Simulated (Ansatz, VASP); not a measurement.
**Two plane-wave programs on MnO2**

The input INCAR:

```
PREC     = Accurate       # precision mode
ENCUT    = 520            # plane-wave cutoff, eV
EDIFF    = 1E-7           # SCF threshold, eV
ISMEAR   = -1             # smearing method
SIGMA    = 0.05           # smearing width, eV
LREAL    = False          # projectors in reciprocal space
LASPH    = True           # aspherical terms in the spheres
NELM     = 150            # most SCF steps
ALGO     = Normal         # electronic algorithm
ISIF     = 2              # what is computed and relaxed
LWAVE    = False          # write WAVECAR
LCHARG   = False          # write CHGCAR
ISPIN    = 2              # spin polarisation
MAGMOM   = 4 0 0          # initial moments
LORBIT   = 11             # projections on sites
LMAXMIX  = 4              # l up to which the mixer works
GGA      = PS             # functional
NBANDS   = 24             # bands
```

Contents of KPOINTS:

```
regular mesh
0
Gamma
  11 11 6
```

The input POSCAR:

```
MnO2
1.0
    2.8941690462      0.0000000000      0.0000000000
   -1.4470845231      2.5064239170      0.0000000000
    0.0000000000      0.0000000000      4.6619253983
Mn O
1 2
Direct
    0.0000000000      0.0000000000      0.5000000000
    0.3333333333      0.6666666667      0.7062925700
    0.6666666667      0.3333333333      0.2937074300
```

The input input.yaml:

```yaml
crystal:
  lattice:
    - [2.8941690462, 0.0, 0.0]
    - [-1.4470845231, 2.506423917, 0.0]
    - [0.0, 0.0, 4.6619253983]
  atoms:
    - { symbol: Mn, position: [0.0, 0.0, 0.5], spin: 4.0 }
    - { symbol: O, position: [0.3333333333, 0.6666666667, 0.70629257] }
    - { symbol: O, position: [0.6666666667, 0.3333333333, 0.29370743] }
hamiltonian:
  xc: pbesol
  pseudopotentials: { kind: paw }
magnetization:
  spin_polarized: true
kpoints:
  mp_grid: { grid: [11, 11, 6] }
scf:
  occupations: { method: fermi_dirac, width: 0.05 }
output:
  forces: true
  stress: true
  eigenvalues: true
```

Alike in both runs: task single point; functional PBEsol; k mesh 11 × 11 × 6; occupations fermi-dirac, width 0.05 eV; collinear spin.

|  | VASP | Ansatz |
| --- | --- | --- |
| version | VASP 6.6.1 | Ansatz 0.2.0 |
| potentials or method | VASP PAW PBE potentials, release 64 (Mn_pv, O) | Ansatz PAW |
| plane-wave cutoff (eV) | 520 | 420 |
| valence electrons in the cell | 25 | 27 |

|  | VASP | Ansatz | Ansatz less VASP |
| --- | --- | --- | --- |
| gap on the k mesh at the Fermi level (eV) | 0.84 | 0.88 | +0.035 |
| least direct gap on the mesh (eV) | 0.91 | 0.94 | +0.035 |
| pressure (GPa) | -8.3 | -9.1 | -0.83 |
| traceless stress, the component that is largest in VASP (GPa) | 3.19 | 3.56 | +0.377 |
| rms of the force components (eV/Å) | 0.287 | 0.322 | +0.0349 |
| net moment per atom (μB) | 1.00 | 1.00 | 0.000 |
| size of the moment on the site where the two differ most (μB) | 2.88 | 2.54 | -0.336 |

VASP's potentials were made for PBE, not for PBEsol. Site moments also hang on the region over which each program counts them. Atom by atom the forces differ by 0.035 eV/Å (rms over components). With one functional, cell and mesh, what is left measures potentials, basis and numerics. VASP's potentials hold 25 valence electrons a cell and Ansatz's 27, so a difference there can come from the potentials and not from the codes.

Noted on Ansatz's run: odd divisions of the mesh miss points on the zone boundary, where band edges often lie, so the gap on the mesh can be too wide.
